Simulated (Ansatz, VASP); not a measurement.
Two plane-wave programs on SiSe

Contents of POSCAR:

```
SiSe
1.0
    3.5952000000      0.0000000000      0.0000000000
   -1.7976000000      3.1135300000      0.0000000000
    0.0000000000      0.0000000000      3.5987300000
Si Se
1 1
Direct
    0.6666700000      0.3333300000      0.5000000000
    0.0000000000      0.0000000000      0.0000000000
```

File INCAR.step1:

```
PREC = Accurate
ENCUT = 600
ISMEAR = -1
SIGMA = 0.05
LREAL = False
LASPH = True
NELM = 80
GGA = PE
ALGO = Normal
EDIFF = 1E-4
LWAVE = True
LCHARG = False
```

File INCAR.step2:

```
PREC = Accurate
ENCUT = 600
EDIFF = 1E-7
ISMEAR = -1
SIGMA = 0.05
LREAL = False
LASPH = True
NELM = 80
ALGO = Normal
ISIF = 3
LWAVE = False
LCHARG = False
METAGGA = R2SCAN
LMIXTAU = True
IBRION = 2
NSW = 60
EDIFFG = -0.01
ISTART = 1
```

File KPOINTS:

```
Automatic mesh
0
Gamma
  9 9 7
```

File input.yaml:

```yaml
crystal:
  lattice:
    - [3.5952, 0.0, 0.0]
    - [-1.7976, 3.11353, 0.0]
    - [0.0, 0.0, 3.59873]
  atoms:
    - { symbol: Si, position: [0.66667, 0.33333, 0.5] }
    - { symbol: Se, position: [0.0, 0.0, 0.0] }
hamiltonian:
  xc: r2scan
  pseudopotentials: { kind: paw }
kpoints:
  mp_grid: { grid: [9, 9, 7] }
scf:
  occupations: { method: fermi_dirac, width: 0.05 }
output:
  forces: true
  stress: true
  eigenvalues: true
relax:
  f_tol: 0.01
  max_steps: 40
  cell: { stress_tol: 0.05 }
```

Alike in both runs: task relaxation of cell and atoms; functional r2SCAN; k mesh 9 × 9 × 7; occupations fermi-dirac, width 0.05 eV; no spin polarisation.

|  | VASP | Ansatz |
| --- | --- | --- |
| version | VASP 6.6.1 | Ansatz 0.2.0 |
| potentials or method | VASP PAW PBE potentials, release 64 (Si, Se) | Ansatz PAW |
| plane-wave cutoff (eV) | 600 | 500 |
| valence electrons in the cell | 10 | 20 |

```csv
,VASP,Ansatz,Ansatz less VASP
"gap on the k mesh at the Fermi level, each at its own relaxed structure (eV)",none,none,-
relaxed volume (Å³/atom),20.20,20.18,-0.016
relaxed cell length with the largest relative difference (Å),3.596,3.594,-0.0019
```

VASP's potentials were made for PBE, not for r2SCAN. A gap of «none» marks a metal or a gap that the smearing closes. VASP's potentials hold 10 valence electrons a cell and Ansatz's 20, so a difference there can come from the potentials and not from the codes.

Noted on Ansatz's run: the plane-wave basis is chosen anew once the cell has moved, so the energies of steps on either side of that aren't comparable.
